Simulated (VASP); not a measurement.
Write the native input for VASP 6.6.1 that does the following.

| Property | Result |
| --- | --- |
| Task | electric field gradients |
| Functional | LDA |
| Potentials or basis | VASP PAW LDA potentials, release 64 (Zr_sv, B) |
| Cutoff | 520 eV |
| k mesh | 13 × 13 × 10 |
| Occupations | fermi-dirac, width 0.03 eV |
| Spin | no spin polarisation |
| Dipole correction | no |
| Further INCAR settings | ALGO = Normal; EDIFF = 1e-08; NBANDS = 16 |

The structure of ZrB2 lies in POSCAR:

```
ZrB2
1.0
    3.1755148523      0.0000000000      0.0000000000
   -1.5877574262      2.7500765323      0.0000000000
    0.0000000000      0.0000000000      3.5316944381
Zr B
1 2
Direct
    0.0000000000      0.0000000000      0.0000000000
    0.3333333333      0.6666666667      0.5000000000
    0.6666666667      0.3333333333      0.5000000000
```

This cell differs from its parent crystal: volume scaled by 1.01.

These files were run (other wordings do the same):

INCAR

```
SYSTEM = ZrB2
ALGO = Normal
EDIFF = 1E-8
ENCUT = 520
GGA = CA
ISIF = 2
ISMEAR = -1
LASPH = .True.
LCHARG = .False.
LEFG = .True.
LREAL = .False.
LWAVE = .False.
NBANDS = 16
NELM = 80
PREC = Accurate
SIGMA = 0.03
```

KPOINTS

```
k-points
0
Gamma
  13 13 10
  0 0 0
```

Potentials or basis: VASP PAW LDA potentials, release 64 (Zr_sv, B).

Command:

```console
$ cat potpaw_LDA.64/Zr_sv/POTCAR potpaw_LDA.64/B/POTCAR > POTCAR
$ mpirun -np 1 vasp_std > vasp.out
```

Results of the run:

```json
{
 "Pressure": "-9.1 GPa",
 "Band gap on the k mesh": "zero (band 9 reaches 11.01 eV, above the bottom of band 10 at 10.14 eV)"
}
```

Caveat: without QUAD_EFG the Cq values of the log hold for a quadrupole moment of 1 mb, not for the nuclei.

Run time: 66 s on 1 thread of Intel Xeon 8259CL, on a shared host, peak memory 0.18 GiB.
